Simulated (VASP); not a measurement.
# Al2BN3 (Cm) in VASP: a series of runs, part 2 of 2

VASP 6.6.1. The steps go on from the part before.

## Step 3: Single point, PBE

This run uses another cell than the first one, of 11.64 Å³/atom.

The input, INCAR:

```
ALGO = Normal
EDIFF = 1E-7
ENCUT = 520
GGA = PE
ISIF = 2
ISMEAR = 0
LASPH = T
LCHARG = F
LREAL = F
LWAVE = F
NBANDS = 21
NELM = 80
PREC = Accurate
SIGMA = 0.1
```

The input, KPOINTS:

```
k-points
0
Gamma
  4 4 6
```

The input, POSCAR:

```
Al2BN3
1.0
    2.3481778500     -4.0671633400      0.0000000000
    2.3481778500      4.0671633400      0.0000000000
   -1.5654519000      0.0000000000      3.6549266200
Al B N
2 1 3
Direct
    0.6669954500      0.0003287800      0.0009863400
    0.0003287800      0.6669954500      0.0009863400
    0.3336621100      0.3336621100      0.0009863400
    0.3339048700      0.6672382100      0.0017146200
    0.0005715400      0.0005715400      0.0017146200
    0.6672382100      0.3339048700      0.0017146200
```

Potentials or basis: VASP PAW PBE potentials, release 64 (Al, B, N).

Launch:

```sh
> cat potpaw_PBE.64/Al/POTCAR potpaw_PBE.64/B/POTCAR potpaw_PBE.64/N/POTCAR > POTCAR
> mpirun -np 1 vasp_std > vasp.out
```

OUTCAR:

```text
EDIFF = 1E-7
   ENCUT = 520
   GGA = PE
   ISIF = 2
   ISMEAR = 0
   LASPH = T
   LREAL = F
   NELM = 80
   PREC = Accurate

 ion  position               nearest neighbor table
   1  0.667  0.000  0.001-   5 1.57   6 1.57   4 1.57   2 2.71   3 2.71   3 2.71   3 2.71   2 2.71
                             2 2.71
   2  0.000  0.667  0.001-   5 1.57   4 1.57   6 1.57   1 2.71   3 2.71   3 2.71   3 2.71   1 2.71
                             1 2.71
   3  0.334  0.334  0.001-   5 1.57   4 1.57   6 1.57   2 2.71   1 2.71   2 2.71   1 2.71   1 2.71
                             2 2.71
   4  0.334  0.667  0.002-   2 1.57   1 1.57   3 1.57
   5  0.001  0.001  0.002-   1 1.57   2 1.57   3 1.57
   6  0.667  0.334  0.002-   1 1.57   2 1.57   3 1.57

  LATTYP: Found a base centered monoclinic cell.
 ALAT       =     4.6963557000
 B/A-ratio  =     1.7320508070
 C/A-ratio  =     0.8466286843
 COS(beta)  =    -0.3937184500

  Lattice vectors:

 A1 = (   2.3481778500,  -4.0671633400,   0.0000000000)
 A2 = (   2.3481778500,   4.0671633400,   0.0000000000)
 A3 = (  -1.5654519000,   0.0000000000,   3.6549266200)

Analysis of symmetry for initial positions (statically):
=====================================================================
 Subroutine PRICEL returns:
 Original cell was already a primitive cell.

 Routine SETGRP: Setting up the symmetry group for a
 base centered monoclinic supercell.

 Subroutine GETGRP returns: Found  2 space group operations
 (whereof  2 operations were pure point group operations)
 out of a pool of  4 trial point group operations.

The static configuration has the point symmetry C_1h.

Analysis of symmetry for dynamics (positions and initial velocities):
=====================================================================
 Subroutine PRICEL returns:
 Original cell was already a primitive cell.

 Routine SETGRP: Setting up the symmetry group for a
[... 154 lines left out ...]
  volume/ion in A,a.u.               =      11.64        78.52
  Fermi-wavevector in a.u.,A,eV,Ry     =   1.146836  2.167207 17.894843  1.315234
  Thomas-Fermi vector in A             =   2.283519
   LORBIT       =      0    0 simple, 1 ext, 2 COOP (PROOUT), +10 PAW based schemes
   GGA     = PE    functional components
   LHFCALC =     F    Hartree Fock is set to
   AEXX    =    0.0000 exact exchange contribution
   IVDW    =     0    specifies the selected vdW correction
   LEPSILON=     F    determine dielectric tensor
   LRPA    =     F    only Hartree local field effects (RPA)
 non-spin polarized calculation
 Gauss-broadening in eV      SIGMA  =   0.10
  energy-cutoff  :      520.00
  volume of cell :       69.81
 maximum number of plane-waves:      1895
 NGX is ok and might be reduce to    36
   NGX = 17   NGY = 17   NGZ = 15

 number of electron      24.0000002 magnetization

 Free energy of the ion-electron system (eV)
  ---------------------------------------------------
  ext. energy  EPLUGINS =         0.00000000
  ---------------------------------------------------
  free energy    TOTEN  =       -38.70031939 eV

  energy without entropy =      -38.70031939  energy(sigma->0) =      -38.70031939

 E-fermi :   3.2428     XC(G=0):  -9.4852

 val. band max:        2.8143973462   @ k =   0.0000   0.0000   0.0000
 cond. band min:       6.1624536751   @ k =   0.0000   0.0000   0.0000
 fundamental gap:      3.3480563290
 Fermi energy:         3.2428410580

 k-point     1 :       0.0000    0.0000    0.0000
  band No.  band energies     occupation
      1     -12.6206      2.00000
      2      -9.7261      2.00000
      3      -9.6886      2.00000
      4      -2.6701      2.00000
      5      -2.2422      2.00000
      6      -2.2305      2.00000
[... 565 lines left out ...]
     20      14.4996      0.00000
     21      14.8763      0.00000

 [... further k-points ...]

------------------------ aborting loop because EDIFF is reached ----------------------------------------

  FORCE on cell =-STRESS in cart. coord.  units (eV):
  Direction    XX          YY          ZZ          XY          YZ          ZX
  --------------------------------------------------------------------------------------
  -------------------------------------------------------------------------------------
  Total       40.1798030     40.1584465     -0.0470623      0.0000000      0.0000000     -0.0559369
  in kB      922.1193306    921.6292036     -1.0800723      0.0000000      0.0000000     -1.2837424
  external PRESSURE =     614.2228206 kB  Pullay stress =       0.0000000 kB

 VOLUME and BASIS-vectors are now :
 -----------------------------------------------------------------------------
  energy-cutoff  :      520.00
  volume of cell :       69.81
      direct lattice vectors                 reciprocal lattice vectors
     2.348177850 -4.067163340  0.000000000     0.212931061 -0.122935805  0.091201101
     2.348177850  4.067163340  0.000000000     0.212931061  0.122935805  0.091201101
    -1.565451900  0.000000000  3.654926620     0.000000000  0.000000000  0.273603304

 POSITION                                       TOTAL-FORCE (eV/Angst)
 -----------------------------------------------------------------------------------
      1.56545     -2.71144      0.00361         0.020840     -0.082929     -0.066294
      1.56545      2.71144      0.00361         0.020840      0.082929     -0.066294
      1.56545      0.00000      0.00361        -0.074824     -0.000000      0.013900
      2.34818      1.35572      0.00627        -5.978605    -10.317658      0.082311
      0.00000      0.00000      0.00627        11.990353     -0.000000     -0.045934
      2.34818     -1.35572      0.00627        -5.978605     10.317658      0.082311
 -----------------------------------------------------------------------------------
    total drift:                               -0.000075     -0.000000     -0.000316

  FREE ENERGIE OF THE ION-ELECTRON SYSTEM (eV)
  ---------------------------------------------------
  free  energy   TOTEN  =       -38.7003193923 eV

  energy  without entropy=      -38.7003193923  energy(sigma->0) =      -38.70031939
```

OSZICAR:

```text
N       E                     dE             d eps       ncg     rms          rms(c)
DAV:   1     0.950545572205E+02    0.95055E+02   -0.11447E+04  1428   0.102E+03
DAV:   2    -0.434214134883E+02   -0.13848E+03   -0.13175E+03  1836   0.224E+02
DAV:   3    -0.513748649668E+02   -0.79535E+01   -0.79205E+01  1783   0.576E+01
DAV:   4    -0.514512173991E+02   -0.76352E-01   -0.76318E-01  1827   0.629E+00
DAV:   5    -0.514522583987E+02   -0.10410E-02   -0.10410E-02  1837   0.700E-01    0.198E+01
DAV:   6    -0.392505981299E+02    0.12202E+02   -0.37992E+01  1688   0.339E+01    0.732E+00
DAV:   7    -0.388629720718E+02    0.38763E+00   -0.20769E+00  1769   0.829E+00    0.453E+00
DAV:   8    -0.387054128799E+02    0.15756E+00   -0.41993E-01  1712   0.387E+00    0.674E-01
DAV:   9    -0.386973514599E+02    0.80614E-02   -0.47176E-02  1827   0.138E+00    0.313E-01
DAV:  10    -0.386994068620E+02   -0.20554E-02   -0.46327E-03  1688   0.433E-01    0.146E-01
DAV:  11    -0.387002985477E+02   -0.89169E-03   -0.13247E-03  1588   0.238E-01    0.669E-02
DAV:  12    -0.387003110964E+02   -0.12549E-04   -0.14051E-04  1870   0.757E-02    0.118E-02
DAV:  13    -0.387003186221E+02   -0.75257E-05   -0.99712E-06  1668   0.210E-02    0.500E-03
DAV:  14    -0.387003192174E+02   -0.59530E-06   -0.97426E-07  1797   0.637E-03    0.252E-03
DAV:  15    -0.387003193271E+02   -0.10962E-06   -0.17772E-07  1543   0.282E-03    0.127E-03
DAV:  16    -0.387003193923E+02   -0.65225E-07   -0.48954E-08  1286   0.157E-03
   1 F= -.38700319E+02 E0= -.38700319E+02  d E =-.114258E-10
```

Wall time 38 s (1 thread of Intel Xeon Platinum 8124M at 3.00GHz (Skylake/Cascade Lake), shared host); peak memory 0.2 GiB.

Results:

* Free energy: -38.7003 eV
* Pressure: 61.4 GPa
* Largest force: 11.990 eV/Å
* Band gap on the k mesh: 3.35 eV

Forces in eV/Å, atoms in the order of the input:
```
Al    0.021  -0.083  -0.066
Al    0.021   0.083  -0.066
B    -0.075   0.000   0.014
N    -5.979 -10.318   0.082
N    11.990   0.000  -0.046
N    -5.979  10.318   0.082
```

Caveat: the cell stands under pressure; forces of over 1 eV/Å act on the atoms, so gaps and moduli don't describe the material at rest.

## Step 4: Single point, PBE

The input, INCAR:

```
PREC = Accurate
ENCUT = 520
EDIFF = 1E-6
ISMEAR = 0
SIGMA = 0.02
LREAL = F
LASPH = T
NELM = 100
ALGO = Normal
ISIF = 2
LWAVE = F
LCHARG = T
GGA = PE
LELF = T
LVHAR = T
NBANDS = 21
```

The input, KPOINTS:

```
Automatic mesh
0
Gamma
  6 6 8
```

The input, POSCAR:

```
Al2BN3
1.0
    2.5356313858     -4.3324766492     -0.0003680582
    2.5356313858      4.3324766492     -0.0003680582
   -1.6317161908      0.0000000000      2.6509477273
Al B N
2 1 3
Direct
    0.0486541409      0.3788022028      0.1415485460
    0.3788022028      0.0486541409      0.1415485460
    0.6593347514      0.6593347514      0.9566853833
    0.3300774635      0.6310013251      0.8798593526
    0.9494291563      0.9494291563      0.9923959397
    0.6310013251      0.3300774635      0.8798593526
```

Launch:

```sh
> cat potpaw_PBE.64/Al/POTCAR potpaw_PBE.64/B/POTCAR potpaw_PBE.64/N/POTCAR > POTCAR
> mpirun -np 1 vasp_std > vasp.out
```

It took 71 s on 1 thread of Intel Xeon Platinum 8124M at 3.00GHz (Skylake/Cascade Lake), shared host; peak memory 0.24 GiB.

It converged, with:

| Quantity | Value |
| --- | --- |
| Free energy | -46.0076 eV |
| Pressure | -0.1 GPa |
| Largest force | 0.026 eV/Å |
| Band gap on the k mesh | 2.84 eV (least direct gap 3.60 eV) |

Forces in eV/Å, atoms in the order of the input:
```
Al   0.002  0.001  0.001
Al   0.002 -0.001  0.001
B    0.004  0.000  0.002
N   -0.013  0.023 -0.003
N    0.017  0.000  0.003
N   -0.013 -0.023 -0.003
```

Stress tensor (GPa, compression positive):
```
-0.13  0.00  0.02
 0.00 -0.04  0.00
 0.02  0.00 -0.26
```

Levels at points of the mesh, in eV from the valence-band top:
```tsv
k point	band 10	band 11	band 12	band 13	band 14	band 15
(0.00, 0.00, 0.00)	-1.26	-0.92	-0.26	3.69	4.80	5.57
(0.50, 0.00, 0.00)	-1.63	-1.03	0.00	4.73	5.49	5.98
(0.50, 0.50, 0.00)	-2.01	-1.18	-0.37	3.23	5.61	6.13
(0.00, 0.00, 0.50)	-2.06	-1.45	-1.04	3.44	6.39	7.15
(0.50, 0.00, 0.50)	-2.52	-2.14	-1.78	2.84	5.77	6.24
(0.50, 0.50, 0.50)	-3.24	-1.04	-0.93	4.64	6.04	6.15
```

A k mesh can miss the band edges.

## Step 5: Overview

```tsv
cell	k mesh	smearing	gap on the mesh (eV)	pressure (GPa)	largest force (eV/Å)
a = 5.019, b = 5.019, c = 3.113 Å, angles 105.4, 105.4, 119.3°, 6 atoms, atomic positions A	4 × 4 × 6	gaussian 0.1 eV	2.84	-0.1	0.02
a = 4.696, b = 4.696, c = 3.976 Å, angles 101.4, 101.4, 120.0°, 6 atoms, atomic positions B	4 × 4 × 6	gaussian 0.1 eV	3.35	61.4	11.99
a = 5.020, b = 5.020, c = 3.113 Å, angles 105.4, 105.4, 119.3°, 6 atoms, atomic positions A	6 × 6 × 8	gaussian 0.02 eV	2.84	-0.1	0.03
```

Alike in all rows: task single point; level PBE; potentials or basis VASP PAW PBE potentials, release 64 (Al, B, N); no spin polarisation; cutoff (eV) 520.

Caveats: the cell stands under pressure (at least some runs); forces of over 1 eV/Å act on the atoms, so gaps and moduli don't describe the material at rest (at least some runs).

Absolute energies hang on the potentials; compare differences alone.
